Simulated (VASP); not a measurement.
Runs of VASP 6.6.1 on Pt. The structure is that of space group Pm-3m (No. 221), or close to it. The cells are those of the table. The cell was built from a structure type or drawn by symmetry, and may not be a known phase.

```csv
task,cell,k mesh,cutoff (eV),gap on the mesh (eV),pressure (GPa),relaxed volume (Å³/atom)
relaxation of cell and atoms,"relaxed from a = 2.473, b = 2.473, c = 2.475 Å, 1 atom",8 × 8 × 8,600,none,0.0,(a)
single point,"a = 2.626 Å, 1 atom",8 × 8 × 8,520,none,-0.4,-
relaxation of cell and atoms,"relaxed from a = 2.626 Å, 1 atom",20 × 20 × 20,600,none,0.0,18.04
single point,"a = 2.624 Å, 1 atom",20 × 20 × 20,520,none,-0.5,-
single point,"a = 2.473, b = 2.473, c = 2.475 Å, 1 atom",8 × 8 × 8,520,none,(b),-
```

Alike in all rows: level PBE; potentials or basis VASP PAW PBE potentials, release 64 (Pt); no spin polarisation; smearing gaussian 0.1 eV.

Task: Fill in the values left out.

Result: (a) 18.08; (b) 53.0.

Caveats: spin-orbit coupling is left out, which moves the levels of the heavy elements; the volume moved by over 15 % at a fixed basis, so the end points are rough (at least some runs); the cell stands under pressure (at least some runs).

A k mesh can miss the band edges, and the runs leave out spin-orbit coupling on Pt.

A gap of «none» marks levels without a gap at the run's occupations.
